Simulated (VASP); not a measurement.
# P (P4/mmm) in VASP: further runs, part 2 of 2

VASP 6.6.1. The steps go on from the part before.

## (5) Single point, PBEsol+D3(BJ)

This run uses another cell than the first one, of the same volume but with other edges.

INCAR

```
ALGO = Normal
EDIFF = 1E-7
ENCUT = 520
GGA = PS
ISIF = 2
ISMEAR = 0
IVDW = 12
LASPH = T
LCHARG = F
LREAL = F
LWAVE = F
NBANDS = 8
NELM = 100
PREC = Accurate
SIGMA = 0.15
```

KPOINTS

```
k-points
0
Gamma
  12 12 12
```

POSCAR

```
P
1.0
    3.9150932022      0.0000000000      0.0000000000
    0.0000000000      3.9150932022      0.0000000000
    0.0000000000      0.0000000000      5.2148040255
P
1
Direct
    0.0000000000      0.0000000000      0.0000000000
```

Potentials or basis: VASP PAW PBE potentials, release 64 (P).

On the command line:

```
cat potpaw_PBE.64/P/POTCAR > POTCAR
mpirun -np 1 vasp_std > vasp.out
```

OUTCAR:

```text
EDIFF = 1E-7
   ENCUT = 520
   GGA = PS
   ISIF = 2
   ISMEAR = 0
   IVDW = 12
   LASPH = T
   LREAL = F
   NELM = 100
   PREC = Accurate
 IVDW          = 12

 ion  position               nearest neighbor table
   1  0.000  0.000  0.000-

  LATTYP: Found a simple tetragonal cell.
 ALAT       =     3.9150932022
 C/A-ratio  =     1.3319744272

  Lattice vectors:

 A1 = (   3.9150932022,   0.0000000000,   0.0000000000)
 A2 = (   0.0000000000,   3.9150932022,   0.0000000000)
 A3 = (   0.0000000000,   0.0000000000,   5.2148040255)

Analysis of symmetry for initial positions (statically):
=====================================================================
 Subroutine PRICEL returns:
 Original cell was already a primitive cell.

 Routine SETGRP: Setting up the symmetry group for a
 simple tetragonal supercell.

 Subroutine GETGRP returns: Found 16 space group operations
 (whereof 16 operations were pure point group operations)
 out of a pool of 16 trial point group operations.

The static configuration has the point symmetry D_4h.

Analysis of symmetry for dynamics (positions and initial velocities):
=====================================================================
 Subroutine PRICEL returns:
 Original cell was already a primitive cell.

 Routine SETGRP: Setting up the symmetry group for a
 simple tetragonal supercell.

 Subroutine GETGRP returns: Found 16 space group operations
 (whereof 16 operations were pure point group operations)
 out of a pool of 16 trial point group operations.

The dynamic configuration has the point symmetry D_4h.

 Subroutine INISYM returns: Found 16 space group operations
 (whereof 16 operations are pure point group operations),
 and found     1 'primitive' translations

----------------------------------------------------------------------------------------

                                     Primitive cell

  volume of cell :      79.9323

  direct lattice vectors                    reciprocal lattice vectors
     3.915093202  0.000000000  0.000000000     0.255421761  0.000000000  0.000000000
[... 108 lines left out ...]
   LORBIT       =      0    0 simple, 1 ext, 2 COOP (PROOUT), +10 PAW based schemes
   GGA     = PS    functional components
   LHFCALC =     F    Hartree Fock is set to
   AEXX    =    0.0000 exact exchange contribution
   IVDW    =    12    specifies the selected vdW correction
   LEPSILON=     F    determine dielectric tensor
   LRPA    =     F    only Hartree local field effects (RPA)
 non-spin polarized calculation
 Gauss-broadening in eV      SIGMA  =   0.15
  energy-cutoff  :      520.00
  volume of cell :       79.93
 maximum number of plane-waves:      2180
 NGX is ok and might be reduce to    30

 number of electron       5.0000003 magnetization

 Free energy of the ion-electron system (eV)
  ---------------------------------------------------
  ext. energy  EPLUGINS =         0.00000000
  ---------------------------------------------------
  free energy    TOTEN  =        -1.43251241 eV

  energy without entropy =       -1.38519732  energy(sigma->0) =       -1.40885486

 E-fermi :  -3.0504     XC(G=0):  -4.9481

 val. band max:       -3.0567726225   @ k =   0.2500   0.2500   0.2500
 cond. band min:      -3.0473431412   @ k =   0.4167   0.2500   0.5000
 fundamental gap:      0.0094294814
 Fermi energy:        -3.0503540122

 k-point     1 :       0.0000    0.0000    0.0000
  band No.  band energies     occupation
      1     -11.8927      2.00000
      2      -3.2011      1.84481
      3      -2.0726      0.00000
      4      -2.0726      0.00000
      5       1.5887      0.00000
      6       4.2047      0.00000
      7       4.8416      0.00000
      8       7.9715      0.00000
[... 243 lines left out ...]
 k-point    24 :       0.4167    0.3333    0.0000
  band No.  band energies     occupation
      1     -11.3485      2.00000
      2      -3.7427      2.00000
      3      -3.3522      1.99557
      4      -2.6509      0.00017
      5       3.4399      0.00000
      6       4.7167      0.00000
      7       5.7037      0.00000
      8       6.4323      0.00000

 [... further k-points ...]

------------------------ aborting loop because EDIFF is reached ----------------------------------------

 Edisp (eV)   -0.07904

 E8    (eV) :    -0.0463

  FORCE on cell =-STRESS in cart. coord.  units (eV):
  Direction    XX          YY          ZZ          XY          YZ          ZX
  --------------------------------------------------------------------------------------
  -------------------------------------------------------------------------------------
  Total      -3.00460    -3.00460    -0.47620     0.00000     0.00000     0.00000
  in kB     -60.22483   -60.22483    -9.54514     0.00000     0.00000     0.00000
  external pressure =      -43.33 kB  Pullay stress =        0.00 kB

 VOLUME and BASIS-vectors are now :
 -----------------------------------------------------------------------------
  energy-cutoff  :      520.00
  volume of cell :       79.93
      direct lattice vectors                 reciprocal lattice vectors
     3.915093202  0.000000000  0.000000000     0.255421761  0.000000000  0.000000000
     0.000000000  3.915093202  0.000000000     0.000000000  0.255421761  0.000000000
     0.000000000  0.000000000  5.214804026     0.000000000  0.000000000  0.191761760

 POSITION                                       TOTAL-FORCE (eV/Angst)
 -----------------------------------------------------------------------------------
      0.00000      0.00000      0.00000         0.000000      0.000000      0.000000
 -----------------------------------------------------------------------------------
    total drift:                                0.000000      0.000000     -0.000000

  FREE ENERGIE OF THE ION-ELECTRON SYSTEM (eV)
  ---------------------------------------------------
  free  energy   TOTEN  =        -1.5115481297 eV

  energy  without entropy=       -1.4642330368  energy(sigma->0) =       -1.48789058
```

OSZICAR:

```text
N       E                     dE             d eps       ncg     rms          rms(c)
DAV:   1     0.831849612384E+01    0.83185E+01   -0.13116E+03  3136   0.360E+02
DAV:   2    -0.955935971236E+00   -0.92744E+01   -0.91383E+01  4376   0.466E+01
DAV:   3    -0.144760276973E+01   -0.49167E+00   -0.46967E+00  3800   0.110E+01
DAV:   4    -0.145204274446E+01   -0.44400E-02   -0.44359E-02  5160   0.125E+00
DAV:   5    -0.145204995737E+01   -0.72129E-05   -0.72126E-05  4272   0.413E-02    0.649E-01
DAV:   6    -0.143514534279E+01    0.16905E-01   -0.27933E-02  3952   0.644E-01    0.340E-01
DAV:   7    -0.143161076111E+01    0.35346E-02   -0.25683E-02  4136   0.638E-01    0.164E-01
DAV:   8    -0.143243264539E+01   -0.82188E-03   -0.74092E-04  3776   0.141E-01    0.216E-02
DAV:   9    -0.143247603607E+01   -0.43391E-04   -0.52258E-05  4176   0.356E-02    0.126E-02
DAV:  10    -0.143250154735E+01   -0.25511E-04   -0.25023E-05  3512   0.209E-02    0.591E-03
DAV:  11    -0.143251237553E+01   -0.10828E-04   -0.18105E-05  3336   0.203E-02    0.793E-04
DAV:  12    -0.143251241058E+01   -0.35049E-07   -0.18872E-07  5224   0.242E-03
   1 F= -.15115481E+01 E0= -.14878906E+01  d E =-.473151E-01
```

stdout:

```text
POSCAR found type information on POSCAR P
 POSCAR found :  1 types and       1 ions
 scaLAPACK will be used
 -----------------------------------------------------------------------------
|                                                                             |
|                                                                             |
|     You enforced a specific xc type in the INCAR file but a different       |
|     I HOPE YOU KNOW WHAT YOU ARE DOING!                                     |
|                                                                             |
 -----------------------------------------------------------------------------

 LDA part: xc-table for (Slater+PW92), standard interpolation
 POSCAR, INCAR and KPOINTS ok, starting setup
 FFT: planning ... GRIDC
 FFT: planning ... GRID_SOFT
 FFT: planning ... GRID
 WAVECAR not read
 entering main loop
```

Wall time 1.9 min (1 thread of Intel Xeon 8259CL, shared host); peak memory 0.26 GiB.

What came out:

```yaml
Free_energy: -1.5115 eV
Pressure: -4.3 GPa
Band_gap_on_the_k_mesh: zero (an odd number of electrons rules out a gap without spin polarisation)
Dispersion_energy_per_atom: -0.079 eV
```

Stress tensor (GPa, compression positive):
```
-6.02  0.00  0.00
 0.00 -6.02  0.00
 0.00  0.00 -0.95
```

Caveat: the stress differs along the axes, from -6 to -1 GPa; the atoms stand far beyond bonding distance, and open shells without spin polarisation read as a metal; the PAW data sets were made with another functional, which shifts forces and pressure a little.

## (6) The runs side by side

| cell | gap on the mesh (eV) | pressure (GPa) |
| --- | --- | --- |
| a = 4.139, b = 4.139, c = 4.665 Å, 1 atom | none | -4.1 |
| a = 4.204, b = 4.204, c = 4.523 Å, 1 atom | none | -4.1 |
| a = 4.603, b = 4.603, c = 3.773 Å, 1 atom | none | -4.1 |
| a = 3.915, b = 3.915, c = 5.215 Å, 1 atom | none | -4.3 |

Alike in all rows: task single point; level PBEsol+D3(BJ); potentials or basis VASP PAW PBE potentials, release 64 (P); no spin polarisation; k mesh 12 × 12 × 12; cutoff (eV) 520; smearing gaussian 0.15 eV.

Caveats: the PAW data sets were made with another functional, which shifts forces and pressure a little; the cell stands under tension (at least some runs); the atoms stand far beyond bonding distance, and open shells without spin polarisation read as a metal (at least some runs); the stress differs along the axes, from -6 to -1 GPa (at least some runs).

Absolute energies hang on the potentials; compare differences alone.
